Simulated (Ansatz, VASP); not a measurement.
## AlNi: VASP beside Ansatz

```
CELL_PARAMETERS angstrom
2.04263 -2.04260 0.00000
2.04263 2.04260 0.00000
0.00000 0.00000 2.90044
ATOMIC_POSITIONS crystal
Al 0.97231 0.00000 0.96552
Ni 0.51273 0.50000 0.51585
```

Change from the starting cell: mode 4 frozen in at -0.080 Å and mode 6 at -0.100 Å (largest displacements).

Alike in both runs: task single point; functional PBE; k mesh 16 × 16 × 16; occupations gaussian, width 0.15 eV; no spin polarisation.

|  | VASP | Ansatz |
| --- | --- | --- |
| version | VASP 6.6.1 | Ansatz 0.2.0 |
| potentials or method | VASP PAW PBE potentials, release 64 (Al, Ni), cutoff 520 eV | scalar-relativistic, plane waves, PAW |
| valence electrons in the cell | 13 | 21 |

```csv
,VASP,Ansatz,Ansatz less VASP
gap on the k mesh at the Fermi level (eV),none,none,-
pressure (GPa),2.3,2.3,-0.02
"traceless stress, the component that is largest in VASP (GPa)",-1.67,-1.66,+0.015
rms of the force components (eV/Å),0.651,0.646,-0.0043
```

Atom by atom the forces differ by 0.004 eV/Å (rms over components). A gap of «none» marks a metal or a gap that the smearing closes. VASP's potentials hold 13 valence electrons a cell and Ansatz's 21, so a difference there can come from the potentials and not from the codes. Ansatz's warnings: near symmetry operations not taken.
